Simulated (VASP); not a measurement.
# Pd (Fd-3m) in VASP: a series of runs

Runs on Pd. Level: PBEsol. Tasks: single point, relaxation of cell and atoms.

All numbers are computed with VASP 6.6.1; they aren't measurements. Logs are shortened: lines on timing, memory, paths and dates and some standing lists are left out, and cuts for length are marked.

### 1 The cell of the first run

It takes space group Fd-3m (No. 227, cubic). The conventional cell has a = 5.655 Å, b = 5.655 Å, c = 5.655 Å, α = 90.00°, β = 90.00°, γ = 90.00°. Within 3.2 Å of Pd (site symmetry -43m) lie 4 Pd at 2.45 Å.

This isn't the form of Pd at room conditions, which is fcc.

### 2 Single point, PBEsol

INCAR reads:

```
SYSTEM = Pd
PREC     = Accurate       ! precision mode
ENCUT    = 500            ! plane-wave cutoff, eV
EDIFF    = 1E-6           ! SCF threshold, eV
ISMEAR   = -1             ! smearing method
SIGMA    = 0.05           ! smearing width, eV
LREAL    = .FALSE.        ! projectors in reciprocal space
LASPH    = .TRUE.         ! aspherical terms in the spheres
NELM     = 120            ! most SCF steps
ALGO     = Normal         ! electronic algorithm
ISIF     = 2              ! what is computed and relaxed
LWAVE    = .FALSE.        ! write WAVECAR
LCHARG   = .TRUE.         ! write CHGCAR
GGA      = PS             ! functional
LELF     = .TRUE.         ! ELF
LVHAR    = .TRUE.       
NBANDS   = 17             ! bands
GGA_COMPAT= .FALSE.
```

KPOINTS reads:

```
regular mesh
0
G
  8 8 8
  0 0 0
```

POSCAR reads:

```
Pd
1.0
    0.0000000000      2.8276075125      2.8276075125
    2.8276075125      0.0000000000      2.8276075125
    2.8276075125      2.8276075125      0.0000000000
Pd
2
Direct
    1.0000000000      1.0000000000      1.0000000000
    0.2500000000      0.2500000000      0.2500000000
```

Potentials or basis: VASP PAW PBE potentials, release 64 (Pd).

Command:

```sh
$ cat potpaw_PBE.64/Pd/POTCAR > POTCAR
$ mpirun -np 1 vasp_std > vasp.out
```

OUTCAR:

```text
SYSTEM = Pd
   PREC = Accurate
   ENCUT = 500
   EDIFF = 1E-6
   ISMEAR = -1
   LREAL = .FALSE.
   LASPH = .TRUE.
   NELM = 120
   ISIF = 2
   GGA = PS

 ion  position               nearest neighbor table
   1  0.000  0.000  0.000-   2 2.45   2 2.45   2 2.45   2 2.45
   2  0.250  0.250  0.250-   1 2.45   1 2.45   1 2.45   1 2.45

  LATTYP: Found a face centered cubic cell.
 ALAT       =     5.6552150250

  Lattice vectors:

 A1 = (   0.0000000000,   2.8276075125,   2.8276075125)
 A2 = (   2.8276075125,   0.0000000000,   2.8276075125)
 A3 = (   2.8276075125,   2.8276075125,   0.0000000000)

Analysis of symmetry for initial positions (statically):
=====================================================================
 Subroutine PRICEL returns:
 Original cell was already a primitive cell.

 Routine SETGRP: Setting up the symmetry group for a
 face centered cubic supercell.

 Subroutine GETGRP returns: Found 48 space group operations
 (whereof 24 operations were pure point group operations)
 out of a pool of 48 trial point group operations.

The static configuration has the point symmetry T_d .
 The point group associated with its full space group is O_h .

Analysis of symmetry for dynamics (positions and initial velocities):
=====================================================================
 Subroutine PRICEL returns:
 Original cell was already a primitive cell.

 Routine SETGRP: Setting up the symmetry group for a
 face centered cubic supercell.

 Subroutine GETGRP returns: Found 48 space group operations
 (whereof 24 operations were pure point group operations)
 out of a pool of 48 trial point group operations.

The dynamic configuration has the point symmetry T_d .
 The point group associated with its full space group is O_h .

 Subroutine INISYM returns: Found 48 space group operations
 (whereof 24 operations are pure point group operations),
 and found     1 'primitive' translations

----------------------------------------------------------------------------------------

                                     Primitive cell

  volume of cell :      45.2155

  direct lattice vectors                    reciprocal lattice vectors
     0.000000000  2.827607513  2.827607513    -0.176827936  0.176827936  0.176827936
     2.827607513  0.000000000  2.827607513     0.176827936 -0.176827936  0.176827936
     2.827607513  2.827607513  0.000000000     0.176827936  0.176827936 -0.176827936

  length of vectors
     3.998840893  3.998840893  3.998840893     0.306274969  0.306274969  0.306274969

  position of ions in fractional coordinates (direct lattice)
     0.000000000  0.000000000  0.000000000
     0.250000000  0.250000000  0.250000000

  ion indices of the primitive-cell ions
   primitive index   ion index
                 1           1
                 2           2

----------------------------------------------------------------------------------------

 KPOINTS: regular mesh

Automatic generation of k-mesh.
 Grid dimensions read from file:
 generate k-points for:    8    8    8

 Generating k-lattice:

  Cartesian coordinates                     Fractional coordinates (reciprocal lattice)
    -0.022103492  0.022103492  0.022103492     0.125000000  0.000000000  0.000000000
     0.022103492 -0.022103492  0.022103492     0.000000000  0.125000000  0.000000000
     0.022103492  0.022103492 -0.022103492     0.000000000  0.000000000  0.125000000

  Length of vectors
     0.038284371  0.038284371  0.038284371

  Shift w.r.t. Gamma in fractional coordinates (k-lattice)
     0.000000000  0.000000000  0.000000000

 Subroutine IBZKPT returns following result:
 ===========================================

 Found     29 irreducible k-points:

 Following reciprocal coordinates:
            Coordinates               Weight
  0.000000  0.000000  0.000000      1.000000
  0.125000  0.000000  0.000000      8.000000
  0.250000  0.000000  0.000000      8.000000
  0.375000  0.000000  0.000000      8.000000
  0.500000  0.000000  0.000000      4.000000
  0.125000  0.125000  0.000000      6.000000
[... 16 lines left out ...]
  0.500000  0.250000  0.125000     48.000000
 -0.375000  0.250000  0.125000     24.000000
 [... further k-points ...]
   k-points           NKPTS =     29   k-points in BZ     NKDIM =     29   number of bands    NBANDS=     17
   number of dos      NEDOS =    301   number of ions     NIONS =      2
   total plane-waves  NPLWV =  27000
   dimension x,y,z NGX =    30 NGY =   30 NGZ =   30
   dimension x,y,z NGXF=    60 NGYF=   60 NGZF=   60
   ions per type =               2
   NGX,Y,Z   is equivalent  to a cutoff of  12.47, 12.47, 12.47 a.u.
   NGXF,Y,Z  is equivalent  to a cutoff of  24.94, 24.94, 24.94 a.u.
 SYSTEM =  Pd
   PREC   = accura    normal or accurate (medium, high low for compatibility)
   ISTART =      0    job   : 0-new  1-cont  2-samecut
   ICHARG =      2    charge: 1-file 2-atom 10-const
   ISPIN  =      1    spin polarized calculation?
   LNONCOLLINEAR =      F non collinear calculations
   LSORBIT =      F    spin-orbit coupling
   LASPH  =      T    aspherical Exc in radial PAW
   ENCUT  =  500.0 eV  36.75 Ry    6.06 a.u.   7.29  7.29  7.29*2*pi/ulx,y,z
   NELM   =    120;   NELMIN=  2; NELMDL= -5     # of ELM steps
   EDIFF  = 0.1E-05   stopping-criterion for ELM
   LREAL  =      F    real-space projection
   EDIFFG = 0.1E-04   stopping-criterion for IOM
   NSW    =      0    number of steps for IOM
   IBRION =     -1    ionic relax: 0-MD 1-quasi-New 2-CG
   NFREE  =      0    steps in history (QN), initial steepest desc. (CG)
   ISIF   =      2    stress and relaxation
   ISYM   =      2    0-nonsym 1-usesym 2-fastsym
   POTIM  = 0.5000    time-step for ionic-motion
   TEBEG  =    0.0;   TEEND  =   0.0 temperature during run
   PSTRESS=    0.0 pullay stress
   NELECT =      20.0000    total number of electrons
   NUPDOWN=      -1.0000    fix difference up-down
   EMIN   =  10.00;   EMAX   =-10.00  energy-range for DOS
   EFERMI =   0.00;   METHOD = LEGACY
   ISMEAR =    -1;   SIGMA  =   0.05  broadening in eV -4-tet -1-fermi 0-gaus
   EFERMI_NEDOS =   21; number of points for ismear=-14 and -15
   IALGO  =     38    algorithm
   IMIX   =      4    mixing-type and parameters
     AMIX     =   0.40;   BMIX     =  1.00
     AMIX_MAG =   1.60;   BMIX_MAG =  1.00
  volume/ion in A,a.u.               =      22.61       152.56
  Fermi-wavevector in a.u.,A,eV,Ry     =   1.247352  2.357154 21.169129  1.555887
  Thomas-Fermi vector in A             =   2.381488
   LORBIT       =      0    0 simple, 1 ext, 2 COOP (PROOUT), +10 PAW based schemes
   GGA     = PS    functional components
   LHFCALC =     F    Hartree Fock is set to
   AEXX    =    0.0000 exact exchange contribution
   IVDW    =     0    specifies the selected vdW correction
   LEPSILON=     F    determine dielectric tensor
   LRPA    =     F    only Hartree local field effects (RPA)
 non-spin polarized calculation
  energy-cutoff  :      500.00
  volume of cell :       45.22
 maximum number of plane-waves:      1174
 NGX is ok and might be reduce to    30
   NGX = 15   NGY = 15   NGZ = 15

 number of electron      19.9999995 magnetization

 Free energy of the ion-electron system (eV)
  ---------------------------------------------------
  ext. energy  EPLUGINS =         0.00000000
  ---------------------------------------------------
  free energy    TOTEN  =        -9.25993911 eV

  energy without entropy =       -9.20096030  energy(sigma->0) =       -9.23044971

 E-fermi :   4.5533     XC(G=0): -10.5699

 val. band max:        4.5482211113   @ k =  -0.2500   0.3750   0.1250
 cond. band min:       4.5626916893   @ k =   0.2500   0.1250   0.0000
 fundamental gap:      0.0144705779
 Fermi energy:         4.5533312002

 k-point     1 :       0.0000    0.0000    0.0000
  band No.  band energies     occupation
      1      -0.3928      2.00000
      2       0.8604      2.00000
      3       0.8604      2.00000
      4       1.0220      2.00000
      5       1.0220      2.00000
      6       1.0220      2.00000
[... 9 lines left out ...]
     16      17.1209      0.00000
     17      17.1219      0.00000

 k-point     2 :       0.1250    0.0000    0.0000
  band No.  band energies     occupation
      1      -0.1576      2.00000
      2       0.7313      2.00000
      3       0.7313      2.00000
      4       1.0288      2.00000
      5       1.2125      2.00000
      6       1.2125      2.00000
[... 9 lines left out ...]
     16      17.7652      0.00000
     17      18.3655      0.00000

 k-point     3 :       0.2500    0.0000    0.0000
  band No.  band energies     occupation
      1       0.4179      2.00000
      2       0.6791      2.00000
      3       0.6791      2.00000
      4       1.0999      2.00000
      5       1.3593      2.00000
      6       1.3593      2.00000
[... 9 lines left out ...]
     16      18.0466      0.00000
     17      18.0486      0.00000

 k-point     4 :       0.3750    0.0000    0.0000
  band No.  band energies     occupation
      1       0.7686      2.00000
      2       0.7686      2.00000
      3       0.8345      2.00000
      4       1.2674      2.00000
      5       1.2754      2.00000
      6       1.2754      2.00000
[... 9 lines left out ...]
     16      17.6099      0.00000
     17      17.6099      0.00000
[... 343 lines left out ...]
      1       0.4065      2.00000
      2       0.6917      2.00000
      3       1.0548      2.00000
      4       1.1569      2.00000
      5       1.2853      2.00000
      6       1.8391      2.00000
[... 9 lines left out ...]
     16      16.5497      0.00000
     17      18.9171      0.00000

 k-point    23 :       0.5000    0.2500    0.1250
  band No.  band energies     occupation
      1       0.4417      2.00000
      2       0.5914      2.00000
      3       1.1533      2.00000
      4       1.3424      2.00000
      5       1.5017      2.00000
      6       1.8713      2.00000
[... 9 lines left out ...]
     16      17.8432      0.00000
     17      18.9427      0.00000

 k-point    24 :      -0.3750    0.2500    0.1250
  band No.  band energies     occupation
      1       0.4395      2.00000
      2       0.5842      2.00000
      3       1.1279      2.00000
      4       1.4613      2.00000
      5       1.5552      2.00000
      6       1.7678      2.00000
[... 9 lines left out ...]
     16      18.0167      0.00000
     17      20.6191      0.00000

 [... further k-points ...]

------------------------ aborting loop because EDIFF is reached ----------------------------------------

  FORCE on cell =-STRESS in cart. coord.  units (eV):
  Direction    XX          YY          ZZ          XY          YZ          ZX
  --------------------------------------------------------------------------------------
  -------------------------------------------------------------------------------------
  Total        0.2294209      0.2294209      0.2294209     -0.0000000      0.0000000     -0.0000000
  in kB        8.1293554      8.1293554      8.1293554     -0.0000000      0.0000000     -0.0000000
  external PRESSURE =       8.1293554 kB  Pullay stress =       0.0000000 kB

 VOLUME and BASIS-vectors are now :
 -----------------------------------------------------------------------------
  energy-cutoff  :      500.00
  volume of cell :       45.22
      direct lattice vectors                 reciprocal lattice vectors
     0.000000000  2.827607513  2.827607513    -0.176827936  0.176827936  0.176827936
     2.827607513  0.000000000  2.827607513     0.176827936 -0.176827936  0.176827936
     2.827607513  2.827607513  0.000000000     0.176827936  0.176827936 -0.176827936

 POSITION                                       TOTAL-FORCE (eV/Angst)
 -----------------------------------------------------------------------------------
      0.00000      0.00000      0.00000         0.000000      0.000000     -0.000000
      1.41380      1.41380      1.41380         0.000000     -0.000000      0.000000
 -----------------------------------------------------------------------------------
    total drift:                                0.000000     -0.000000      0.000000

  FREE ENERGIE OF THE ION-ELECTRON SYSTEM (eV)
  ---------------------------------------------------
  free  energy   TOTEN  =        -9.2599391136 eV

  energy  without entropy=       -9.2009602985  energy(sigma->0) =       -9.23044971
```

Wall time 36 s (1 thread of AMD EPYC 7R13, shared host); peak memory 0.14 GiB.

Results:

* Free energy: -9.2599 eV
* Pressure: 0.8 GPa
* Band gap on the k mesh: zero (bands 10 and 11 overlap by 0.38 eV)

Caveat: the PAW data sets were made with another functional, which shifts forces and pressure a little.

### 3 Single point, PBEsol

This run uses another cell than the first one, of 23.30 Å³/atom.

INCAR reads:

```
  ALGO = Normal
  EDIFF = 1E-6
  ENCUT = 500
  GGA = PS
  GGA_COMPAT = False
  ISIF = 2
  ISMEAR = -1
  LASPH = True
  LCHARG = False
  LREAL = False
  LWAVE = False
  NBANDS = 17
  NELM = 120
  PREC = Accurate
  SIGMA = 0.05
```

KPOINTS reads:

```
k-points
0
Gamma
  8 8 8
```

POSCAR reads:

```
Pd
1.0
    0.0000000000      2.8560275828      2.8560275828
    2.8560275828      0.0000000000      2.8560275828
    2.8560275828      2.8560275828      0.0000000000
Pd
2
Direct
    1.0000000000      1.0000000000      1.0000000000
    0.2500000000      0.2500000000      0.2500000000
```

Potentials or basis: VASP PAW PBE potentials, release 64 (Pd).

Command:

```sh
$ cat potpaw_PBE.64/Pd/POTCAR > POTCAR
$ mpirun -np 1 vasp_std > vasp.out
```

Wall time 30 s (1 thread of AMD EPYC 7R13, shared host); peak memory 0.14 GiB.

The run converged. Its results:

```
Free energy            : -9.2566 eV
Pressure               : -1.6 GPa
Band gap on the k mesh : zero (bands 10 and 11 overlap by 0.36 eV)
```

Levels at points of the mesh, in eV from the Fermi level:
```tsv
k point	band 6	band 7	band 8	band 9	band 10	band 11	band 12	band 13	band 14	band 15
(0.00, 0.00, 0.00)	-3.39	-1.40	-1.40	-1.40	-0.15	-0.15	11.89	11.89	11.89	12.34
(0.50, 0.00, 0.00)	-3.18	-1.06	-1.06	-0.34	-0.34	-0.17	1.33	8.66	8.66	10.57
(0.50, 0.50, 0.00)	-2.01	-1.91	-1.91	-0.15	-0.15	1.95	1.95	4.81	4.81	9.62
```

Caveat: the PAW data sets were made with another functional, which shifts forces and pressure a little.

### 4 Relaxation of cell and atoms, PBEsol

This run uses another cell than the first one, of 22.95 Å³/atom.

INCAR reads:

```
PREC = Accurate
ENCUT = 500
EDIFF = 1E-7
ISMEAR = -1
SIGMA = 0.05
LREAL = F
LASPH = T
NELM = 120
ALGO = Normal
ISIF = 3
LWAVE = F
LCHARG = F
GGA = PS
IBRION = 2
NSW = 60
EDIFFG = -0.02
GGA_COMPAT = F
NELMIN = 4
```

KPOINTS reads:

```
regular mesh
0
Gamma
  8 8 8
```

POSCAR reads:

```
Pd
1.0
    0.0000000000      2.8418886008      2.8418886008
    2.8418886008      0.0000000000      2.8418886008
    2.8418886008      2.8418886008      0.0000000000
Pd
2
Direct
    1.0000000000      1.0000000000      1.0000000000
    0.2500000000      0.2500000000      0.2500000000
```

Command:

```sh
$ cat potpaw_PBE.64/Pd/POTCAR > POTCAR
$ mpirun -np 1 vasp_std > vasp.out
```

It took 77 s on 1 thread of AMD EPYC 7R13, shared host; peak memory 0.14 GiB.

It converged, with:

| Quantity | Value |
| --- | --- |
| Free energy | -9.2612 eV |
| Relaxed volume | 22.83 Å³/atom |
| Relaxed cell | a = 4.012 Å, b = 4.012 Å, c = 4.012 Å, α = 60.00°, β = 60.00°, γ = 60.00° |
| Space group after relaxing (to 0.1 Å) | Fd-3m (No. 227) |
| Energy gained by relaxing | 0.2 meV/atom |
| Ionic steps | 3 |
| Pressure after relaxing | 0.0 GPa |
| Band gap on the k mesh | zero (bands 10 and 11 overlap by 0.37 eV) |

Step by step:
| step | energy change (eV) | largest force (eV/Å) | pressure (GPa) | volume (Å³) |
| --- | --- | --- | --- | --- |
| 1 | 0.0000 | 0.0000 | -0.43 | 45.90 |
| 2 | -0.0002 | 0.0000 | 0.29 | 45.50 |
| 3 | -0.0003 | 0.0000 | 0.00 | 45.66 |

Final structure:
```
Pd
1.0
     0.00000    2.83680    2.83680
     2.83680    0.00000    2.83680
     2.83680    2.83680    0.00000
Pd
2
Cartesian
  0.0000 0.0000 0.0000
  1.4184 1.4184 1.4184
```

Levels at points of the mesh, in eV from the Fermi level:
```tsv
k point	band 8	band 9	band 10	band 11	band 12	band 13
(0.00, 0.00, 0.00)	-1.44	-1.44	-0.15	-0.15	12.06	12.06
(0.50, 0.00, 0.00)	-1.09	-0.35	-0.35	-0.23	1.35	8.77
(0.50, 0.50, 0.00)	-1.97	-0.15	-0.15	1.97	1.97	4.84
```

Caveat: the PAW data sets were made with another functional, which shifts forces and pressure a little.

### 5 Summary

| task | cell | gap on the mesh (eV) | pressure (GPa) |
| --- | --- | --- | --- |
| single point | a = 3.999 Å, angles 60.0°, 2 atoms | none | 0.8 |
| single point | a = 4.039 Å, angles 60.0°, 2 atoms | none | -1.6 |
| relaxation of cell and atoms | relaxed from a = 4.019 Å, angles 60.0°, 2 atoms | none | 0.0 |

Alike in all rows: level PBEsol; potentials or basis VASP PAW PBE potentials, release 64 (Pd); no spin polarisation; k mesh 8 × 8 × 8; cutoff (eV) 500; smearing fermi-dirac 0.05 eV.

Caveats: the PAW data sets were made with another functional, which shifts forces and pressure a little.

Absolute energies hang on the potentials; compare differences alone.
